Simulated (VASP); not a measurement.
Here is a VASP 6.6.1 calculation.

INCAR

```
  ALGO = Normal
  EDIFF = 1E-6
  ENCUT = 500
  GGA_COMPAT = F
  ISIF = 2
  ISMEAR = 0
  LASPH = T
  LCHARG = T
  LELF = T
  LREAL = F
  LVHAR = T
  LWAVE = F
  NBANDS = 15
  NELM = 120
  PREC = Accurate
  SIGMA = 0.01
```

The input KPOINTS:

```
k-points
0
Gamma
  4 4 4
```

File POSCAR:

```
RbBr
1.0
    0.0000000000      3.3330619075      3.3330619075
    3.3330619075      0.0000000000      3.3330619075
    3.3330619075      3.3330619075      0.0000000000
Rb Br
1 1
Direct
    0.0000000000      0.0000000000      0.0000000000
    0.5000000000      0.5000000000      0.5000000000
```

Potentials or basis: VASP PAW LDA potentials, release 64 (Rb_sv, Br).

Command:

```console
$ cat potpaw_LDA.64/Rb_sv/POTCAR potpaw_LDA.64/Br/POTCAR > POTCAR
$ mpirun -np 1 vasp_std > vasp.out
```

Question: Estimate the pressure.

Answer: 0.1 GPa.

Question: What does it give for the band gap on the k mesh?

Answer: 4.17 eV, direct.

LDA gaps usually lie below the measured ones, often by a third to a half.
